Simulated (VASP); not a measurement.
# VCuS2 (R-3m) in VASP: single point with LDA+U

Aim: the single point of VCuS2 with LDA+U.

Program: VASP 6.6.1. These are calculated values, not measurements. Logs are shortened: lines on timing, memory, paths and dates and some standing lists are left out, and cuts for length are marked.

## Step 1: The cell of the first run

Symmetry: R-3m, No. 166, trigonal system. The conventional cell has a = 3.587 Å, b = 3.587 Å, c = 19.536 Å, α = 90.00°, β = 90.00°, γ = 120.00°. Cu (site symmetry -3m) has 6 S at 2.85 Å and 6 Cu at 3.59 Å within 3.8 Å. Within 3.2 Å of V (site symmetry -3m) lie 6 S at 2.45 Å. S (site symmetry 3m) has 3 V at 2.45 Å and 3 Cu at 2.85 Å within 3.2 Å.

## Step 2: Single point, LDA+U, collinear spin, ferromagnetic start

Input file INCAR:

```
PREC = Accurate
ENCUT = 520
EDIFF = 1E-6
ISMEAR = 0
SIGMA = 0.05
LREAL = False
LASPH = True
NELM = 150
ALGO = Normal
ISIF = 2
LWAVE = False
LCHARG = False
ISPIN = 2
MAGMOM = 0 2 0 0
LORBIT = 11
LMAXMIX = 4
LDAU = True
LDAUTYPE = 2
LDAUL = -1 2 -1
LDAUU = 0 7 0
LDAUJ = 0 0 0
LDAUPRINT = 1
NBANDS = 30
```

Input file KPOINTS:

```
Automatic mesh
0
Gamma
  6 6 6
```

Input file POSCAR:

```
VCuS2
1.0
    1.7937081300      1.0355978700      6.5118449900
   -1.7937081300      1.0355978700      6.5118449900
    0.0000000000     -2.0711957400      6.5118449900
Cu V S
1 1 2
Direct
    0.5000000000      0.5000000000      0.5000000000
    0.0000000000      0.0000000000      0.0000000000
    0.2667000000      0.2667000000      0.2667000000
    0.7333000000      0.7333000000      0.7333000000
```

Potentials or basis: VASP PAW LDA potentials, release 64 (Cu, V_sv, S).

Launch:

```bash
$ cat potpaw_LDA.64/Cu/POTCAR potpaw_LDA.64/V_sv/POTCAR potpaw_LDA.64/S/POTCAR > POTCAR
$ mpirun -np 1 vasp_std > vasp.out
```

OUTCAR:

```text
PREC = Accurate
   ENCUT = 520
   EDIFF = 1E-6
   ISMEAR = 0
   LREAL = False
   LASPH = True
   NELM = 150
   ISIF = 2
   ISPIN = 2
   LORBIT = 11

 ion  position               nearest neighbor table
   1  0.500  0.500  0.500-
   2  0.000  0.000  0.000-   4 2.45   3 2.45   4 2.45   4 2.45   3 2.45   3 2.45
   3  0.267  0.267  0.267-   2 2.45   2 2.45   2 2.45
   4  0.733  0.733  0.733-   2 2.45   2 2.45   2 2.45

  LATTYP: Found a trigonal (rhomboedric) cell.
 ALAT       =     6.8332991284
 COS(alpha) =     0.8621925543

  Lattice vectors:

 A1 = (   1.7937081300,   1.0355978700,   6.5118449900)
 A2 = (  -1.7937081300,   1.0355978700,   6.5118449900)
 A3 = (   0.0000000000,  -2.0711957400,   6.5118449900)

Analysis of symmetry for initial positions (statically):
=====================================================================
 Subroutine PRICEL returns:
 Original cell was already a primitive cell.

 Routine SETGRP: Setting up the symmetry group for a
 trigonal (rhombohedral) supercell.

 Subroutine GETGRP returns: Found 12 space group operations
 (whereof 12 operations were pure point group operations)
 out of a pool of 12 trial point group operations.

The static configuration has the point symmetry D_3d.

Analysis of symmetry for dynamics (positions and initial velocities):
=====================================================================
 Subroutine PRICEL returns:
 Original cell was already a primitive cell.

 Routine SETGRP: Setting up the symmetry group for a
 trigonal (rhombohedral) supercell.

 Subroutine GETGRP returns: Found 12 space group operations
 (whereof 12 operations were pure point group operations)
 out of a pool of 12 trial point group operations.

The dynamic configuration has the point symmetry D_3d.

[... 181 lines left out ...]
  o =  0.0183  v =  0.0000  0.0000  0.0000  0.0000  0.0000  0.0000 -0.0000  1.0000 -0.0000  0.0000      0.0000  0.0000  0.0000  0.0000  0.0000  0.0000  0.0000  0.0000  0.0000  0.0000
  o =  0.0212  v =  0.0000  0.0000  0.0000  0.0000  0.0000  0.0000 -0.6046 -0.0000 -0.0000  0.7965      0.0000  0.0000  0.0000  0.0000  0.0000  0.0000  0.0000  0.0000  0.0000  0.0000
  o =  0.0212  v =  0.0000  0.0000  0.0000  0.0000  0.0000 -0.7965 -0.0000  0.0000  0.6046  0.0000      0.0000  0.0000  0.0000  0.0000  0.0000  0.0000  0.0000  0.0000  0.0000  0.0000
  o =  0.1148  v =  0.0000  0.0000  0.0000  0.0000  0.0000  0.0000  0.7965 -0.0000  0.0000  0.6046      0.0000  0.0000  0.0000  0.0000  0.0000  0.0000  0.0000  0.0000  0.0000  0.0000
  o =  0.1148  v =  0.0000  0.0000  0.0000  0.0000  0.0000 -0.6046  0.0000 -0.0000 -0.7965  0.0000      0.0000  0.0000  0.0000  0.0000  0.0000  0.0000  0.0000  0.0000  0.0000  0.0000
  o =  0.1618  v =  0.0000  0.8950  0.0000  0.0000  0.4461  0.0000  0.0000  0.0000  0.0000  0.0000      0.0000  0.0000  0.0000  0.0000  0.0000  0.0000  0.0000  0.0000  0.0000  0.0000
  o =  0.1618  v =  0.4461 -0.0000 -0.0000  0.8950 -0.0000  0.0000  0.0000  0.0000  0.0000  0.0000      0.0000  0.0000  0.0000  0.0000  0.0000  0.0000  0.0000  0.0000  0.0000  0.0000
  o =  0.7862  v =  0.0000 -0.4461  0.0000 -0.0000  0.8950  0.0000  0.0000  0.0000  0.0000  0.0000      0.0000  0.0000  0.0000  0.0000  0.0000  0.0000  0.0000  0.0000  0.0000  0.0000
  o =  0.7862  v = -0.8950 -0.0000  0.0000  0.4461  0.0000  0.0000  0.0000  0.0000  0.0000  0.0000      0.0000  0.0000  0.0000  0.0000  0.0000  0.0000  0.0000  0.0000  0.0000  0.0000
  o =  0.8773  v =  0.0000 -0.0000 -1.0000 -0.0000  0.0000  0.0000  0.0000  0.0000  0.0000  0.0000      0.0000  0.0000  0.0000  0.0000  0.0000  0.0000  0.0000  0.0000  0.0000  0.0000

 number of electron      35.9999997 magnetization       2.1217536

 Free energy of the ion-electron system (eV)
  ---------------------------------------------------
  ext. energy  EPLUGINS =         0.00000000
  ---------------------------------------------------
  free energy    TOTEN  =       -19.73082417 eV

  energy without entropy =      -19.72467877  energy(sigma->0) =      -19.72775147

 E-fermi :   4.5900     XC(G=0): -10.7171

 val. band max:        4.5887440051   @ k =   0.1667   0.1667   0.1667
 cond. band min:       4.5965389274   @ k =  -0.1667   0.5000   0.1667
 fundamental gap:      0.0077949223
 Fermi energy:         4.5900301638

 spin component 1

 k-point     1 :       0.0000    0.0000    0.0000
  band No.  band energies     occupation
      1     -58.5734      1.00000
      2     -32.9341      1.00000
      3     -32.8201      1.00000
      4     -32.8201      1.00000
      5      -8.5090      1.00000
      6      -7.0049      1.00000
[... 1577 lines left out ...]
     29      15.6218      0.00000
     30      15.9292      0.00000

 [... further k-points ...]
[... 5 lines left out ...]
  --------------------------------------------------------------------------------------
  -------------------------------------------------------------------------------------
  Total       -0.4198756     -0.4198756     -4.0829083      0.0000000      0.0000000      0.0000000
  in kB       -9.2690014     -9.2690013    -90.1326167      0.0000000      0.0000000      0.0000000
  external PRESSURE =     -36.2235398 kB  Pullay stress =       0.0000000 kB

 VOLUME and BASIS-vectors are now :
 -----------------------------------------------------------------------------
  energy-cutoff  :      520.00
  volume of cell :       72.58
      direct lattice vectors                 reciprocal lattice vectors
     1.793708130  1.035597870  6.511844990     0.278752151  0.160937630  0.051188770
    -1.793708130  1.035597870  6.511844990    -0.278752151  0.160937630  0.051188770
     0.000000000 -2.071195740  6.511844990     0.000000000 -0.321875260  0.051188770

 POSITION                                       TOTAL-FORCE (eV/Angst)
 -----------------------------------------------------------------------------------
      0.00000      0.00000      9.76777        -0.000000     -0.000000      0.000000
      0.00000      0.00000      0.00000         0.000000      0.000000      0.000000
      0.00000      0.00000      5.21013        -0.000000      0.000000     -2.182788
      0.00000      0.00000     14.32541        -0.000000      0.000000      2.182788
 -----------------------------------------------------------------------------------
    total drift:                                0.000000      0.000000      0.000000

  FREE ENERGIE OF THE ION-ELECTRON SYSTEM (eV)
  ---------------------------------------------------
  free  energy   TOTEN  =       -19.7308241722 eV

  energy  without entropy=      -19.7246787662  energy(sigma->0) =      -19.72775147

 total charge

# of ion       s       p       d       tot
------------------------------------------
    1        0.236   0.126   9.289   9.651
    2        2.224   6.170   3.027  11.421
    3        1.335   2.385   0.000   3.721
    4        1.335   2.385   0.000   3.721
--------------------------------------------------
tot          5.131  11.066  12.316  28.513

 magnetization (x)

# of ion       s       p       d       tot
------------------------------------------
    1        0.015  -0.003  -0.176  -0.164
    2        0.027   0.007   2.458   2.492
    3       -0.007  -0.160   0.000  -0.167
    4       -0.007  -0.160   0.000  -0.167
--------------------------------------------------
tot          0.028  -0.315   2.281   1.994
```

Wall time 48 min (1 thread of Intel Xeon Platinum 8375C at 2.90GHz (Ice Lake), shared host); peak memory 0.42 GiB.

What came out:

```
Free energy                                           : -19.7308 eV
Pressure                                              : -3.6 GPa
Largest force                                         : 2.183 eV/Å
Net moment                                            : 2.12 μB per cell
Site moments                                          : Cu -0.16; V +2.49; S -0.17 μB
Valence electrons inside the program's atomic spheres : Cu 9.65; V 11.42; S 3.72
```

Forces on the atoms (eV/Å):
```
Cu   0.000  0.000  0.000
V    0.000  0.000  0.000
S    0.000  0.000 -2.183
S    0.000  0.000  2.183
```

Stress tensor (GPa, compression positive):
```
-0.93  0.00  0.00
 0.00 -0.93  0.00
 0.00  0.00 -9.01
```

Eigenvalues of the final occupation matrices:
| site | spin | trace | eigenvalues |
| --- | --- | --- | --- |
| site 2 d | 1 | 2.77 | 0.16 0.16 0.79 0.79 0.88 |
| site 2 d | 2 | 0.29 | 0.02 0.02 0.02 0.11 0.11 |

Caveat: a cell with one magnetic atom can't hold antiferromagnetic order, which such compounds often take; forces of over 1 eV/Å act on the atoms, so gaps and moduli don't describe the material at rest. The state reached can hang on the start; a lower one may exist.
